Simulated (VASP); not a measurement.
# Be (P6_3/mmc) in VASP: a series of runs

Runs on Be. Level: PBEsol. Tasks: single point, relaxation of cell and atoms.

Program: VASP 6.6.1. These are calculated values, not measurements. Logs are shortened: lines on timing, memory, paths and dates and some standing lists are left out, and cuts for length are marked.

**1. The cell of the first run**

It takes space group P6_3/mmc (No. 194, hexagonal). The conventional cell has a = 2.266 Å, b = 2.266 Å, c = 3.528 Å, α = 90.00°, β = 90.00°, γ = 120.00°. Be (site symmetry -6m2) has 12 Be at 2.20 to 2.27 Å within 2.9 Å.

**2. Single point, PBEsol**

INCAR reads:

```
SYSTEM = Be
PREC     = Accurate       ! precision mode
ENCUT    = 520            ! plane-wave cutoff, eV
EDIFF    = 1E-6           ! SCF threshold, eV
ISMEAR   = 0              ! smearing method
SIGMA    = 0.05           ! smearing width, eV
LREAL    = .False.        ! projectors in reciprocal space
LASPH    = .True.         ! aspherical terms in the spheres
NELM     = 100            ! most SCF steps
ALGO     = Normal         ! electronic algorithm
ISIF     = 2              ! what is computed and relaxed
LWAVE    = .False.        ! write WAVECAR
LCHARG   = .False.        ! write CHGCAR
GGA      = PS             ! functional
NBANDS   = 9              ! bands
```

KPOINTS reads:

```
Automatic mesh
0
Gamma
  9 9 5
  0 0 0
```

POSCAR reads:

```
Be
1.0
    2.2655567680      0.0000000000      0.0000000000
   -1.1327783840      1.9620297148      0.0000000000
    0.0000000000      0.0000000000      3.5278077117
Be
2
Direct
    0.3333333333      0.6666666667      0.2500000000
    0.6666666667      0.3333333333      0.7500000000
```

Potentials or basis: VASP PAW PBE potentials, release 64 (Be).

The run is started by

```console
cat potpaw_PBE.64/Be/POTCAR > POTCAR
mpirun -np 1 vasp_std > vasp.out
```

OUTCAR:

```text
SYSTEM = Be
   PREC = Accurate
   ENCUT = 520
   EDIFF = 1E-6
   ISMEAR = 0
   LREAL = .False.
   LASPH = .True.
   NELM = 100
   ISIF = 2
   GGA = PS

 ion  position               nearest neighbor table
   1  0.333  0.667  0.250-   2 2.20   2 2.20   2 2.20   2 2.20   2 2.20   2 2.20
   2  0.667  0.333  0.750-   1 2.20   1 2.20   1 2.20   1 2.20   1 2.20   1 2.20

  LATTYP: Found a hexagonal cell.
 ALAT       =     2.2655567680
 C/A-ratio  =     1.5571482302

  Lattice vectors:

 A1 = (   2.2655567680,   0.0000000000,   0.0000000000)
 A2 = (  -1.1327783840,   1.9620297148,   0.0000000000)
 A3 = (   0.0000000000,   0.0000000000,   3.5278077117)

Analysis of symmetry for initial positions (statically):
=====================================================================
 Subroutine PRICEL returns:
 Original cell was already a primitive cell.

 Routine SETGRP: Setting up the symmetry group for a
 hexagonal supercell.

 Subroutine GETGRP returns: Found 24 space group operations
 (whereof 12 operations were pure point group operations)
 out of a pool of 24 trial point group operations.

The static configuration has the point symmetry D_3d.
 The point group associated with its full space group is D_6h.

Analysis of symmetry for dynamics (positions and initial velocities):
=====================================================================
 Subroutine PRICEL returns:
 Original cell was already a primitive cell.

 Routine SETGRP: Setting up the symmetry group for a
 hexagonal supercell.

 Subroutine GETGRP returns: Found 24 space group operations
 (whereof 12 operations were pure point group operations)
 out of a pool of 24 trial point group operations.

The dynamic configuration has the point symmetry D_3d.
 The point group associated with its full space group is D_6h.

 Subroutine INISYM returns: Found 24 space group operations
 (whereof 12 operations are pure point group operations),
 and found     1 'primitive' translations

----------------------------------------------------------------------------------------

                                     Primitive cell

  volume of cell :      15.6814

  direct lattice vectors                    reciprocal lattice vectors
     2.265556768  0.000000000  0.000000000     0.441392603  0.254838138  0.000000000
    -1.132778384  1.962029715  0.000000000     0.000000000  0.509676277  0.000000000
     0.000000000  0.000000000  3.527807712     0.000000000  0.000000000  0.283462162

  length of vectors
     2.265556768  2.265556768  3.527807712     0.509676277  0.509676277  0.283462162

  position of ions in fractional coordinates (direct lattice)
     0.333333333  0.666666667  0.250000000
     0.666666667  0.333333333  0.750000000

  ion indices of the primitive-cell ions
   primitive index   ion index
                 1           1
                 2           2

----------------------------------------------------------------------------------------

 KPOINTS: Automatic mesh

Automatic generation of k-mesh.
 Grid dimensions read from file:
 generate k-points for:    9    9    5

 Generating k-lattice:

  Cartesian coordinates                     Fractional coordinates (reciprocal lattice)
     0.049043623  0.028315349  0.000000000     0.111111111  0.000000000  0.000000000
     0.000000000  0.056630697  0.000000000     0.000000000  0.111111111  0.000000000
     0.000000000  0.000000000  0.056692432     0.000000000  0.000000000  0.200000000

  Length of vectors
     0.056630697  0.056630697  0.056692432

  Shift w.r.t. Gamma in fractional coordinates (k-lattice)
     0.000000000  0.000000000  0.000000000

 Subroutine IBZKPT returns following result:
 ===========================================

 Found     36 irreducible k-points:

 Following reciprocal coordinates:
            Coordinates               Weight
  0.000000  0.000000  0.000000      1.000000
  0.111111 -0.000000  0.000000      6.000000
  0.222222 -0.000000  0.000000      6.000000
  0.333333 -0.000000  0.000000      6.000000
  0.444444 -0.000000  0.000000      6.000000
  0.111111  0.111111  0.000000      6.000000
[... 16 lines left out ...]
  0.333333  0.222222  0.200000     24.000000
  0.333333  0.333333  0.200000      4.000000
 [... further k-points ...]
   k-points           NKPTS =     36   k-points in BZ     NKDIM =     36   number of bands    NBANDS=      9
   number of dos      NEDOS =    301   number of ions     NIONS =      2
   total plane-waves  NPLWV =   9072
   dimension x,y,z NGX =    18 NGY =   18 NGZ =   28
   dimension x,y,z NGXF=    36 NGYF=   36 NGZF=   56
   ions per type =               2
   NGX,Y,Z   is equivalent  to a cutoff of  13.21, 13.21, 13.19 a.u.
   NGXF,Y,Z  is equivalent  to a cutoff of  26.42, 26.42, 26.39 a.u.
 SYSTEM =  Be
   PREC   = accura    normal or accurate (medium, high low for compatibility)
   ISTART =      0    job   : 0-new  1-cont  2-samecut
   ICHARG =      2    charge: 1-file 2-atom 10-const
   ISPIN  =      1    spin polarized calculation?
   LNONCOLLINEAR =      F non collinear calculations
   LSORBIT =      F    spin-orbit coupling
   LASPH  =      T    aspherical Exc in radial PAW
   ENCUT  =  520.0 eV  38.22 Ry    6.18 a.u.   4.21  4.21  6.56*2*pi/ulx,y,z
   NELM   =    100;   NELMIN=  2; NELMDL= -5     # of ELM steps
   EDIFF  = 0.1E-05   stopping-criterion for ELM
   LREAL  =      F    real-space projection
   EDIFFG = 0.1E-04   stopping-criterion for IOM
   NSW    =      0    number of steps for IOM
   IBRION =     -1    ionic relax: 0-MD 1-quasi-New 2-CG
   NFREE  =      0    steps in history (QN), initial steepest desc. (CG)
   ISIF   =      2    stress and relaxation
   ISYM   =      2    0-nonsym 1-usesym 2-fastsym
   POTIM  = 0.5000    time-step for ionic-motion
   TEBEG  =    0.0;   TEEND  =   0.0 temperature during run
   PSTRESS=    0.0 pullay stress
   NELECT =       4.0000    total number of electrons
   NUPDOWN=      -1.0000    fix difference up-down
   EMIN   =  10.00;   EMAX   =-10.00  energy-range for DOS
   EFERMI =   0.00;   METHOD = LEGACY
   ISMEAR =     0;   SIGMA  =   0.05  broadening in eV -4-tet -1-fermi 0-gaus
   EFERMI_NEDOS =   21; number of points for ismear=-14 and -15
   IALGO  =     38    algorithm
   IMIX   =      4    mixing-type and parameters
     AMIX     =   0.40;   BMIX     =  1.00
     AMIX_MAG =   1.60;   BMIX_MAG =  1.00
  volume/ion in A,a.u.               =       7.84        52.91
  Fermi-wavevector in a.u.,A,eV,Ry     =   1.038245  1.961998 14.666425  1.077952
  Thomas-Fermi vector in A             =   2.172720
   LORBIT       =      0    0 simple, 1 ext, 2 COOP (PROOUT), +10 PAW based schemes
   GGA     = PS    functional components
   LHFCALC =     F    Hartree Fock is set to
   AEXX    =    0.0000 exact exchange contribution
   IVDW    =     0    specifies the selected vdW correction
   LEPSILON=     F    determine dielectric tensor
   LRPA    =     F    only Hartree local field effects (RPA)
 non-spin polarized calculation
 Gauss-broadening in eV      SIGMA  =   0.05
  energy-cutoff  :      520.00
  volume of cell :       15.68
 maximum number of plane-waves:       428
 NGX is ok and might be reduce to    18
   NGX =  9   NGY =  9   NGZ = 13

 number of electron       4.0000000 magnetization

 Free energy of the ion-electron system (eV)
  ---------------------------------------------------
  ext. energy  EPLUGINS =         0.00000000
  ---------------------------------------------------
  free energy    TOTEN  =        -8.00779416 eV

  energy without entropy =       -8.00741327  energy(sigma->0) =       -8.00760372

 E-fermi :   6.8097     XC(G=0): -10.6351

 val. band max:        6.5738110721   @ k =   0.3333   0.1111   0.0000
 cond. band min:       6.8249693065   @ k =   0.3333  -0.0000   0.0000
 fundamental gap:      0.2511582345
 Fermi energy:         6.8097407971

 k-point     1 :       0.0000    0.0000    0.0000
  band No.  band energies     occupation
      1      -4.3054      2.00000
      2       2.6998      2.00000
      3       8.4300      0.00000
      4      22.9528      0.00000
      5      22.9528      0.00000
      6      25.8764      0.00000
      7      25.8764      0.00000
      8      28.3895      0.00000
      9      34.1606      0.00000

 k-point     2 :       0.1111   -0.0000    0.0000
  band No.  band energies     occupation
      1      -3.9528      2.00000
      2       3.1639      2.00000
      3       8.5159      0.00000
      4      20.4278      0.00000
      5      21.2700      0.00000
      6      25.8843      0.00000
      7      26.5299      0.00000
      8      27.5400      0.00000
      9      30.5802      0.00000

 k-point     3 :       0.2222   -0.0000    0.0000
  band No.  band energies     occupation
      1      -2.8936      2.00000
      2       4.5495      2.00000
      3       8.6006      0.00000
      4      16.1076      0.00000
      5      18.9950      0.00000
      6      24.2370      0.00000
      7      24.6388      0.00000
      8      25.9905      0.00000
      9      27.1070      0.00000

 k-point     4 :       0.3333   -0.0000    0.0000
  band No.  band energies     occupation
      1      -1.1362      2.00000
      2       6.8250      0.66667
      3       7.5683      0.00000
      4      13.5080      0.00000
      5      17.3260      0.00000
      6      19.3370      0.00000
      7      20.8788      0.00000
      8      24.9221      0.00000
      9      26.7369      0.00000
[... 205 lines left out ...]
 k-point    22 :       0.2222    0.2222    0.2000
  band No.  band energies     occupation
      1       0.2933      2.00000
      2       5.3687      2.00000
      3      10.7095      0.00000
      4      11.2240      0.00000
      5      14.5267      0.00000
      6      18.0318      0.00000
      7      20.6319      0.00000
      8      23.7183      0.00000
      9      27.0054      0.00000

 k-point    23 :       0.3333    0.2222    0.2000
  band No.  band energies     occupation
      1       2.6926      2.00000
      2       5.7398      2.00000
      3       8.4851      0.00000
      4      11.2566      0.00000
      5      13.0592      0.00000
      6      16.0509      0.00000
      7      20.8382      0.00000
      8      22.2653      0.00000
      9      25.0794      0.00000

 k-point    24 :       0.3333    0.3333    0.2000
  band No.  band energies     occupation
      1       4.9686      2.00000
      2       5.9644      2.00000
      3       5.9644      2.00000
      4      11.6846      0.00000
      5      13.6586      0.00000
      6      13.6586      0.00000
      7      22.0566      0.00000
      8      22.0566      0.00000
      9      22.6387      0.00000

 [... further k-points ...]
[... 5 lines left out ...]
  --------------------------------------------------------------------------------------
  -------------------------------------------------------------------------------------
  Total        0.0343440      0.0343440      0.0420803      0.0000000      0.0000000      0.0000000
  in kB        3.5089449      3.5089449      4.2993640      0.0000000      0.0000000      0.0000000
  external PRESSURE =       3.7724179 kB  Pullay stress =       0.0000000 kB

 VOLUME and BASIS-vectors are now :
 -----------------------------------------------------------------------------
  energy-cutoff  :      520.00
  volume of cell :       15.68
      direct lattice vectors                 reciprocal lattice vectors
     2.265556768  0.000000000  0.000000000     0.441392603  0.254838138  0.000000000
    -1.132778384  1.962029715  0.000000000     0.000000000  0.509676277  0.000000000
     0.000000000  0.000000000  3.527807712     0.000000000  0.000000000  0.283462162

 POSITION                                       TOTAL-FORCE (eV/Angst)
 -----------------------------------------------------------------------------------
     -0.00000      1.30802      0.88195        -0.000000      0.000000      0.000000
      1.13278      0.65401      2.64586         0.000000     -0.000000      0.000000
 -----------------------------------------------------------------------------------
    total drift:                                0.000000     -0.000000      0.000000

  FREE ENERGIE OF THE ION-ELECTRON SYSTEM (eV)
  ---------------------------------------------------
  free  energy   TOTEN  =        -8.0077941623 eV

  energy  without entropy=       -8.0074132677  energy(sigma->0) =       -8.00760372
```

Wall time 4.9 s (1 thread of AMD EPYC 7R43 (Zen 3), shared host); peak memory 0.08 GiB.

Results:

- Free energy: -8.0078 eV
- Pressure: 0.4 GPa
- Band gap on the k mesh: zero (band 2 reaches 8.17 eV, above the bottom of band 3 at 5.96 eV)

Stress tensor (GPa, compression positive):
```
0.35 0.00 0.00
0.00 0.35 0.00
0.00 0.00 0.43
```

Levels at points of the mesh, in eV from the Fermi level:
```csv
k point,band 1,band 2,band 3,band 4,band 5
"(0.00, 0.00, 0.00)",-11.12,-4.11,1.62,16.14,16.14
```

Caveat: the PAW data sets were made with another functional, which shifts forces and pressure a little.

**3. Relaxation of cell and atoms, PBEsol**

This run uses another cell than the first one, of 8.11 Å³/atom, 1.034 times its volume.

INCAR reads:

```
SYSTEM = Be
PREC     = Accurate       ! precision mode
ENCUT    = 600            ! plane-wave cutoff, eV
EDIFF    = 1E-6           ! SCF threshold, eV
ISMEAR   = 0              ! smearing method
SIGMA    = 0.05           ! smearing width, eV
LREAL    = .False.        ! projectors in reciprocal space
LASPH    = .True.         ! aspherical terms in the spheres
NELM     = 60             ! most SCF steps
ALGO     = Normal         ! electronic algorithm
ISIF     = 3              ! what is computed and relaxed
LWAVE    = .False.        ! write WAVECAR
LCHARG   = .False.        ! write CHGCAR
GGA      = PS             ! functional
IBRION   = 2              ! ionic algorithm
NSW      = 80             ! ionic steps
EDIFFG   = -0.02          ! ionic threshold
```

KPOINTS is that of step 2.

POSCAR reads:

```
Be
1.0
    2.2853000000      0.0000000000      0.0000000000
   -1.1426500000      1.9791280000      0.0000000000
    0.0000000000      0.0000000000      3.5842000000
Be
2
Direct
    0.3333333333      0.6666666667      0.2500000000
    0.6666666667      0.3333333333      0.7500000000
```

Potentials or basis: VASP PAW PBE potentials, release 64 (Be).

The run is started by

```console
cat potpaw_PBE.64/Be/POTCAR > POTCAR
mpirun -np 1 vasp_std > vasp.out
```

Run time: 7.4 s. Hardware: 1 thread of AMD EPYC 7R43 (Zen 3), shared host; peak memory 0.08 GiB.

The run converged. Its results:

- Free energy: -8.0079 eV
- Relaxed volume: 7.87 Å³/atom
- Relaxed cell: a = 2.270 Å, b = 2.270 Å, c = 3.529 Å, α = 90.00°, β = 90.00°, γ = 120.00°
- Space group after relaxing (to 0.05 Å): P6_3/mmc (No. 194)
- Energy gained by relaxing: 3.2 meV/atom
- Ionic steps: 3
- Pressure after relaxing: -0.1 GPa
- Band gap on the k mesh: zero (band 2 reaches 8.15 eV, above the bottom of band 3 at 5.93 eV)

Stress tensor (GPa, compression positive):
```
-0.27  0.00  0.00
 0.00 -0.27  0.00
 0.00  0.00  0.23
```

The path:
```
step  energy change (eV)  largest force (eV/Å)  pressure (GPa)  volume (Å³)
   1              0.0000                0.0000           -3.65        16.21
   2             -0.0063                0.0000           -0.41        15.78
   3             -0.0064                0.0000           -0.10        15.74
```

Final structure:
```yaml
crystal:
  lattice:
    - [2.26951, 0.00000, 0.00000]
    - [-1.13475, 1.96545, 0.00000]
    - [0.00000, 0.00000, 3.52941]
  atoms:
    - { symbol: Be, position: [0.33333, 0.66667, 0.25000] }
    - { symbol: Be, position: [0.66667, 0.33333, 0.75000] }
```

Levels at points of the mesh, in eV from the Fermi level:
```tsv
k point	band 1	band 2	band 3	band 4	band 5	band 6
(0.00, 0.00, 0.00)	-11.10	-4.09	1.62	16.06	16.06	18.98
```

Caveat: the PAW data sets were made with another functional, which shifts forces and pressure a little.
